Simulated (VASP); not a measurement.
Rh: single point with PBE

Crystal: Rh.

```xyz
1
Lattice="0.0000 1.9156 1.9156 1.9156 0.0000 1.9156 1.9156 1.9156 0.0000" Properties=species:S:1:pos:R:3 pbc="T T T"
Rh    0.0000    0.0000    0.0000
```

| Item | Value |
| --- | --- |
| Program | VASP 6.6.1 |
| Task | single point |
| Functional | PBE |
| Potentials or basis | VASP PAW PBE potentials, release 64 (Rh_pv) |
| Cutoff | 500 eV |
| k mesh | 12 × 12 × 12 |
| Occupations | fermi-dirac, width 0.1 eV |
| Spin | no spin polarisation |

```yaml
Pressure: 0.2 GPa
```

Levels at points of the mesh, in eV from the Fermi level:
| k point | band 5 | band 6 | band 7 | band 8 | band 9 | band 10 |
| --- | --- | --- | --- | --- | --- | --- |
| (0.00, 0.00, 0.00) | -2.96 | -2.96 | -2.96 | -0.95 | -0.95 | 16.03 |
| (0.50, 0.00, 0.00) | -3.03 | -3.03 | 0.56 | 0.56 | 0.78 | 8.43 |
| (0.50, 0.50, 0.00) | -5.73 | 0.53 | 0.96 | 0.96 | 3.26 | 12.01 |

Wall time 8.3 s on 1 thread of AMD EPYC 7R13 Processor (Zen 3), with other jobs on the host, peak memory 0.1 GiB.
